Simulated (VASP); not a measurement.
# HfH2 (I4/mmm) in VASP: notebook

The runs below take HfH2 through single point, relaxation of cell and atoms, with LDA.

All numbers are computed with VASP 6.6.1; they aren't measurements. Logs are shortened: lines on timing, memory, paths and dates and some standing lists are left out, and cuts for length are marked.

### 1 The cell of the first run

Symmetry: I4/mmm, No. 139, tetragonal system. The conventional cell has a = 3.435 Å, b = 3.435 Å, c = 4.211 Å, α = 90.00°, β = 90.00°, γ = 90.00°. Within 2.7 Å of Hf (site symmetry 4/mmm) lie 8 H at 2.01 Å. H (site symmetry -4m2) has 4 Hf at 2.01 Å and 6 H at 2.11 to 2.43 Å within 2.7 Å.

### 2 Single point, LDA

File INCAR:

```
  PREC = Accurate
  ENCUT = 520
  EDIFF = 1E-6
  ISMEAR = 0
  SIGMA = 0.1
  LREAL = False
  LASPH = True
  NELM = 60
  ALGO = Normal
  ISIF = 2
  LWAVE = False
  LCHARG = False
  NBANDS = 13
```

File KPOINTS:

```
Automatic mesh
0
Gamma
  8 8 8
```

File POSCAR:

```
HfH2
1.0
   -1.7173125411      1.7173125411      2.1052569901
    1.7173125411     -1.7173125411      2.1052569901
    1.7173125411      1.7173125411     -2.1052569901
Hf H
1 2
Direct
    0.0000000000      0.0000000000      0.0000000000
    0.7500000000      0.2500000000      0.5000000000
    0.2500000000      0.7500000000      0.5000000000
```

Potentials or basis: VASP PAW LDA potentials, release 64 (Hf_pv, H).

The run is started by

```
cat potpaw_LDA.64/Hf_pv/POTCAR potpaw_LDA.64/H/POTCAR > POTCAR
mpirun -np 1 vasp_std > vasp.out
```

OUTCAR:

```text
PREC = Accurate
   ENCUT = 520
   EDIFF = 1E-6
   ISMEAR = 0
   LREAL = False
   LASPH = True
   NELM = 60
   ISIF = 2

 ion  position               nearest neighbor table
   1  0.000  0.000  0.000-   2 2.01   3 2.01   2 2.01   3 2.01   2 2.01   3 2.01   2 2.01   3 2.01

   2  0.750  0.250  0.500-   1 2.01   1 2.01   1 2.01   1 2.01
   3  0.250  0.750  0.500-   1 2.01   1 2.01   1 2.01   1 2.01

  LATTYP: Found a body centered tetragonal cell.
 ALAT       =     3.4346250822
 C/A-ratio  =     1.2259020648

  Lattice vectors:

 A1 = (  -1.7173125411,   1.7173125411,   2.1052569901)
 A2 = (   1.7173125411,  -1.7173125411,   2.1052569901)
 A3 = (   1.7173125411,   1.7173125411,  -2.1052569901)

Analysis of symmetry for initial positions (statically):
=====================================================================
 Subroutine PRICEL returns:
 Original cell was already a primitive cell.

 Routine SETGRP: Setting up the symmetry group for a
 body centered tetragonal supercell.

 Subroutine GETGRP returns: Found 16 space group operations
 (whereof 16 operations were pure point group operations)
 out of a pool of 16 trial point group operations.

The static configuration has the point symmetry D_4h.

Analysis of symmetry for dynamics (positions and initial velocities):
=====================================================================
 Subroutine PRICEL returns:
 Original cell was already a primitive cell.

 Routine SETGRP: Setting up the symmetry group for a
 body centered tetragonal supercell.

 Subroutine GETGRP returns: Found 16 space group operations
 (whereof 16 operations were pure point group operations)
 out of a pool of 16 trial point group operations.

The dynamic configuration has the point symmetry D_4h.

 Subroutine INISYM returns: Found 16 space group operations
 (whereof 16 operations are pure point group operations),
 and found     1 'primitive' translations

----------------------------------------------------------------------------------------

                                     Primitive cell

  volume of cell :      24.8350

  direct lattice vectors                    reciprocal lattice vectors
    -1.717312541  1.717312541  2.105256990     0.000000000  0.291152593  0.237500696
     1.717312541 -1.717312541  2.105256990     0.291152593  0.000000000  0.237500696
     1.717312541  1.717312541 -2.105256990     0.291152593  0.291152593  0.000000000

  length of vectors
     3.214098897  3.214098897  3.214098897     0.375734498  0.375734498  0.411751946

  position of ions in fractional coordinates (direct lattice)
     0.000000000  0.000000000  0.000000000
     0.750000000  0.250000000  0.500000000
     0.250000000  0.750000000  0.500000000

  ion indices of the primitive-cell ions
   primitive index   ion index
                 1           1
                 2           2
                 3           3

----------------------------------------------------------------------------------------

 KPOINTS: Automatic mesh

Automatic generation of k-mesh.
 Grid dimensions read from file:
 generate k-points for:    8    8    8

 Generating k-lattice:

  Cartesian coordinates                     Fractional coordinates (reciprocal lattice)
     0.000000000  0.036394074  0.029687587     0.125000000  0.000000000  0.000000000
     0.036394074  0.000000000  0.029687587     0.000000000  0.125000000  0.000000000
     0.036394074  0.036394074  0.000000000     0.000000000  0.000000000  0.125000000

  Length of vectors
     0.046966812  0.046966812  0.051468993

  Shift w.r.t. Gamma in fractional coordinates (k-lattice)
     0.000000000  0.000000000  0.000000000

 Subroutine IBZKPT returns following result:
 ===========================================

 Found     59 irreducible k-points:

 Following reciprocal coordinates:
            Coordinates               Weight
  0.000000  0.000000  0.000000      1.000000
  0.125000  0.000000  0.000000      8.000000
  0.250000  0.000000  0.000000      8.000000
  0.375000 -0.000000  0.000000      8.000000
  0.500000  0.000000  0.000000      4.000000
  0.125000  0.125000  0.000000      8.000000
[... 16 lines left out ...]
  0.250000  0.125000  0.125000     16.000000
  0.375000  0.125000  0.125000      8.000000
 [... further k-points ...]
   k-points           NKPTS =     59   k-points in BZ     NKDIM =     59   number of bands    NBANDS=     13
   number of dos      NEDOS =    301   number of ions     NIONS =      3
   total plane-waves  NPLWV =  13824
   dimension x,y,z NGX =    24 NGY =   24 NGZ =   24
   dimension x,y,z NGXF=    48 NGYF=   48 NGZF=   48
   ions per type =               1   2
   NGX,Y,Z   is equivalent  to a cutoff of  12.41, 12.41, 12.41 a.u.
   NGXF,Y,Z  is equivalent  to a cutoff of  24.83, 24.83, 24.83 a.u.
 SYSTEM =  unknown system
   PREC   = accura    normal or accurate (medium, high low for compatibility)
   ISTART =      0    job   : 0-new  1-cont  2-samecut
   ICHARG =      2    charge: 1-file 2-atom 10-const
   ISPIN  =      1    spin polarized calculation?
   LNONCOLLINEAR =      F non collinear calculations
   LSORBIT =      F    spin-orbit coupling
   LASPH  =      T    aspherical Exc in radial PAW
   ENCUT  =  520.0 eV  38.22 Ry    6.18 a.u.   5.98  5.98  5.98*2*pi/ulx,y,z
   NELM   =     60;   NELMIN=  2; NELMDL= -5     # of ELM steps
   EDIFF  = 0.1E-05   stopping-criterion for ELM
   LREAL  =      F    real-space projection
   EDIFFG = 0.1E-04   stopping-criterion for IOM
   NSW    =      0    number of steps for IOM
   IBRION =     -1    ionic relax: 0-MD 1-quasi-New 2-CG
   NFREE  =      0    steps in history (QN), initial steepest desc. (CG)
   ISIF   =      2    stress and relaxation
   ISYM   =      2    0-nonsym 1-usesym 2-fastsym
   POTIM  = 0.5000    time-step for ionic-motion
   TEBEG  =    0.0;   TEEND  =   0.0 temperature during run
   PSTRESS=    0.0 pullay stress
   NELECT =      12.0000    total number of electrons
   NUPDOWN=      -1.0000    fix difference up-down
   EMIN   =  10.00;   EMAX   =-10.00  energy-range for DOS
   EFERMI =   0.00;   METHOD = LEGACY
   ISMEAR =     0;   SIGMA  =   0.10  broadening in eV -4-tet -1-fermi 0-gaus
   EFERMI_NEDOS =   21; number of points for ismear=-14 and -15
   IALGO  =     38    algorithm
   IMIX   =      4    mixing-type and parameters
     AMIX     =   0.40;   BMIX     =  1.00
     AMIX_MAG =   1.60;   BMIX_MAG =  1.00
  volume/ion in A,a.u.               =       8.28        55.86
  Fermi-wavevector in a.u.,A,eV,Ry     =   1.284638  2.427613 22.453612  1.650294
  Thomas-Fermi vector in A             =   2.416820
   LORBIT       =      0    0 simple, 1 ext, 2 COOP (PROOUT), +10 PAW based schemes
   GGA     = CA    functional components
   LHFCALC =     F    Hartree Fock is set to
   AEXX    =    0.0000 exact exchange contribution
   IVDW    =     0    specifies the selected vdW correction
   LEPSILON=     F    determine dielectric tensor
   LRPA    =     F    only Hartree local field effects (RPA)
 non-spin polarized calculation
 Gauss-broadening in eV      SIGMA  =   0.10
  energy-cutoff  :      520.00
  volume of cell :       24.83
 maximum number of plane-waves:       689
   NGX = 11   NGY = 11   NGZ = 11

 number of electron      12.0000003 magnetization

 Free energy of the ion-electron system (eV)
  ---------------------------------------------------
  ext. energy  EPLUGINS =         0.00000000
  ---------------------------------------------------
  free energy    TOTEN  =       -19.50117503 eV

  energy without entropy =      -19.49927895  energy(sigma->0) =      -19.50022699

 E-fermi :   5.4683     XC(G=0): -11.8811

 val. band max:        5.3811049783   @ k =  -0.1250  -0.1250   0.1250
 cond. band min:       5.5480714243   @ k =  -0.1250  -0.2500   0.1250
 fundamental gap:      0.1669664459
 Fermi energy:         5.4683018352

 k-point     1 :       0.0000    0.0000    0.0000
  band No.  band energies     occupation
      1     -24.9741      2.00000
      2     -24.9741      2.00000
      3     -24.9105      2.00000
      4      -5.8634      2.00000
      5       4.5643      2.00000
      6       5.0942      2.00000
      7       5.0942      2.00000
      8       6.0561      0.00000
      9       7.4082      0.00000
     10       8.9872      0.00000
     11      17.3830      0.00000
     12      17.6817      0.00000
     13      17.6817      0.00000

 k-point     2 :       0.1250    0.0000    0.0000
  band No.  band energies     occupation
      1     -25.0677      2.00000
      2     -24.9966      2.00000
      3     -24.9337      2.00000
      4      -5.4067      2.00000
      5       2.5328      2.00000
      6       5.2539      1.99757
      7       5.8567      0.00000
      8       7.3547      0.00000
      9       8.0110      0.00000
     10       8.7598      0.00000
     11      15.7996      0.00000
     12      17.3854      0.00000
     13      18.6336      0.00000

 k-point     3 :       0.2500    0.0000    0.0000
  band No.  band energies     occupation
      1     -25.3231      2.00000
      2     -25.0505      2.00000
      3     -24.9501      2.00000
      4      -4.2720      2.00000
      5       0.9233      2.00000
      6       5.1847      1.99994
      7       6.3826      0.00000
      8       8.0202      0.00000
      9       8.3290      0.00000
     10      10.7382      0.00000
     11      14.5015      0.00000
     12      17.2984      0.00000
     13      17.6181      0.00000

 k-point     4 :       0.3750   -0.0000    0.0000
  band No.  band energies     occupation
      1     -25.5694      2.00000
      2     -25.1038      2.00000
      3     -24.9623      2.00000
      4      -3.2358      2.00000
      5       0.4254      2.00000
      6       4.7999      2.00000
      7       6.4372      0.00000
      8       8.9916      0.00000
      9       9.6891      0.00000
     10      10.8295      0.00000
     11      13.8070      0.00000
     12      16.6730      0.00000
     13      17.4046      0.00000

 k-point     5 :       0.5000    0.0000    0.0000
  band No.  band energies     occupation
      1     -25.6682      2.00000
      2     -25.1256      2.00000
      3     -24.9672      2.00000
      4      -2.9555      2.00000
      5       0.6265      2.00000
      6       4.6232      2.00000
      7       6.3514      0.00000
      8       9.5249      0.00000
      9      10.4181      0.00000
     10      10.8663      0.00000
     11      12.5659      0.00000
     12      17.3092      0.00000
     13      17.3876      0.00000
[... 257 lines left out ...]
 k-point    22 :       0.1250    0.1250    0.1250
  band No.  band energies     occupation
      1     -25.4184      2.00000
      2     -25.1019      2.00000
      3     -25.0080      2.00000
      4      -3.2999      2.00000
      5       0.0932      2.00000
      6       4.4804      2.00000
      7       7.2105      0.00000
      8       7.5535      0.00000
      9       9.8058      0.00000
     10      12.3650      0.00000
     11      14.7066      0.00000
     12      15.8524      0.00000
     13      17.4049      0.00000

 k-point    23 :       0.2500    0.1250    0.1250
  band No.  band energies     occupation
      1     -25.5294      2.00000
      2     -25.2073      2.00000
      3     -25.0368      2.00000
      4      -2.1922      2.00000
      5      -0.2856      2.00000
      6       3.8976      2.00000
      7       7.3168      0.00000
      8       8.5363      0.00000
      9      11.0603      0.00000
     10      12.2627      0.00000
     11      13.4197      0.00000
     12      14.9621      0.00000
     13      17.3947      0.00000

 k-point    24 :       0.3750    0.1250    0.1250
  band No.  band energies     occupation
      1     -25.5644      2.00000
      2     -25.2616      2.00000
      3     -25.0483      2.00000
      4      -1.9205      2.00000
      5      -0.0498      2.00000
      6       3.7677      2.00000
      7       7.0955      0.00000
      8       9.4361      0.00000
      9      10.7499      0.00000
     10      11.2963      0.00000
     11      13.5772      0.00000
     12      14.8766      0.00000
     13      17.3937      0.00000

 [... further k-points ...]

------------------------ aborting loop because EDIFF is reached ----------------------------------------

  FORCE on cell =-STRESS in cart. coord.  units (eV):
  Direction    XX          YY          ZZ          XY          YZ          ZX
  --------------------------------------------------------------------------------------
  -------------------------------------------------------------------------------------
  Total        0.0016066      0.0016066      0.0234857      0.0000000      0.0000000      0.0000000
  in kB        0.1036449      0.1036449      1.5151317      0.0000000      0.0000000      0.0000000
  external PRESSURE =       0.5741405 kB  Pullay stress =       0.0000000 kB

 VOLUME and BASIS-vectors are now :
 -----------------------------------------------------------------------------
  energy-cutoff  :      520.00
  volume of cell :       24.83
      direct lattice vectors                 reciprocal lattice vectors
    -1.717312541  1.717312541  2.105256990     0.000000000  0.291152593  0.237500696
     1.717312541 -1.717312541  2.105256990     0.291152593  0.000000000  0.237500696
     1.717312541  1.717312541 -2.105256990     0.291152593  0.291152593  0.000000000

 POSITION                                       TOTAL-FORCE (eV/Angst)
 -----------------------------------------------------------------------------------
      0.00000      0.00000      0.00000        -0.000000     -0.000000     -0.000000
      0.00000      1.71731      1.05263         0.000000     -0.000000     -0.000000
      1.71731      0.00000      1.05263        -0.000000      0.000000      0.000000
 -----------------------------------------------------------------------------------
    total drift:                               -0.000000      0.000000      0.000000

  FREE ENERGIE OF THE ION-ELECTRON SYSTEM (eV)
  ---------------------------------------------------
  free  energy   TOTEN  =       -19.5011750302 eV

  energy  without entropy=      -19.4992789533  energy(sigma->0) =      -19.50022699
```

Wall time 5.7 s (1 thread of Intel Xeon 6975P-C (Granite Rapids), shared host); peak memory 0.14 GiB.

What came out:

```
Free energy            : -19.5012 eV
Pressure               : 0.1 GPa
Band gap on the k mesh : zero (bands 6 and 7 overlap by 1.27 eV)
```

Stress tensor (GPa, compression positive):
```
0.01 0.00 0.00
0.00 0.01 0.00
0.00 0.00 0.15
```

Caveat: spin-orbit coupling is left out, which moves the levels of the heavy elements.

(Continued in part 2 of 2.)
